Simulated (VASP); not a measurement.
Input of a VASP 6.6.1 run:

Contents of INCAR:

```
ALGO = Normal
EDIFF = 1E-7
EDIFFG = -0.002
ENCUT = 600
GGA = CA
GGA_COMPAT = False
IBRION = 2
ISIF = 3
ISMEAR = 0
LASPH = True
LCHARG = False
LREAL = False
LWAVE = False
NELM = 120
NELMIN = 4
NSW = 100
PREC = Accurate
SIGMA = 0.02
```

The input KPOINTS:

```
k-points
0
Gamma
  6 6 6
```

File POSCAR:

```
Ga2O3
1.0
    2.5000000000      1.4433757000      4.4900000000
   -2.5000000000      1.4433757000      4.4900000000
    0.0000000000     -2.8867513000      4.4900000000
Ga O
4 6
Direct
    0.3550000000      0.3550000000      0.3550000000
    0.1450000000      0.1450000000      0.1450000000
    0.6450000000      0.6450000000      0.6450000000
    0.8550000000      0.8550000000      0.8550000000
    0.5550000000      0.9450000000      0.2500000000
    0.2500000000      0.5550000000      0.9450000000
    0.9450000000      0.2500000000      0.5550000000
    0.4450000000      0.0550000000      0.7500000000
    0.7500000000      0.4450000000      0.0550000000
    0.0550000000      0.7500000000      0.4450000000
```

Potentials or basis: VASP PAW LDA potentials, release 64 (Ga_d, O).

Launch:

```sh
$ cat potpaw_LDA.64/Ga_d/POTCAR potpaw_LDA.64/O/POTCAR > POTCAR
$ mpirun -np 1 vasp_std > vasp.out
```

Question: Estimate the relaxed volume.

Answer: 9.47 Å³/atom.

Question: Predict the relaxed cell.

Answer: a = 5.286 Å, b = 5.286 Å, c = 5.286 Å, α = 55.98°, β = 55.98°, γ = 55.98°.

Step by step:
```csv
step,energy change (eV),largest force (eV/Å),pressure (GPa),volume (Å³)
1,0.0000,0.1911,-5.80,97.21
2,-0.0031,0.0710,6.54,92.35
3,-0.0496,0.1124,0.17,94.70
4,-0.0496,0.1105,0.30,94.65
5,-0.0524,0.0573,0.14,94.69
6,-0.0528,0.0603,0.09,94.72
7,-0.0533,0.0186,-0.13,94.80
8,-0.0534,0.0046,-0.22,94.83
9,-0.0534,0.0097,0.17,94.66
10,-0.0534,0.0037,0.01,94.73
11,-0.0535,0.0011,-0.01,94.73
```
